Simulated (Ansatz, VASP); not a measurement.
**CoSi: VASP beside Ansatz**

```
CELL_PARAMETERS angstrom
4.25009 0.00000 0.00000
0.00000 4.25009 0.00000
0.00000 0.00000 4.25009
ATOMIC_POSITIONS crystal
Co 0.14789 0.14789 0.14789
Co 0.35211 0.85211 0.64789
Co 0.64789 0.35211 0.85211
Co 0.85211 0.64789 0.35211
Si 0.84427 0.84427 0.84427
Si 0.65573 0.15573 0.34427
Si 0.34427 0.65573 0.15573
Si 0.15573 0.34427 0.65573
```

Alike in both runs: functional PBEsol; k mesh 8 × 8 × 8; occupations gaussian, width 0.1 eV; no spin polarisation.

Ansatz relaxed the structure, and its values are those at the end. VASP's run is a single point on that final structure, the one shown.

|  | VASP | Ansatz |
| --- | --- | --- |
| version | VASP 6.6.1 | Ansatz 0.2.0 |
| potentials or method | VASP PAW PBE potentials, release 64 (Co, Si), cutoff 520 eV | scalar-relativistic, plane waves, PAW |
| valence electrons in the cell | 52 | 84 |

|  | VASP | Ansatz | Ansatz less VASP |
| --- | --- | --- | --- |
| gap on the k mesh at the Fermi level (eV) | none | none | - |
| rms of the force components (eV/Å) | 0.003 | 0.001 | -0.0023 |

VASP's potentials were made for PBE, not for PBEsol. A gap of «none» marks a metal or a gap that the smearing closes. VASP's potentials hold 52 valence electrons a cell and Ansatz's 84, so a difference there can come from the potentials and not from the codes. Ansatz's warnings: stress scf threshold loose.
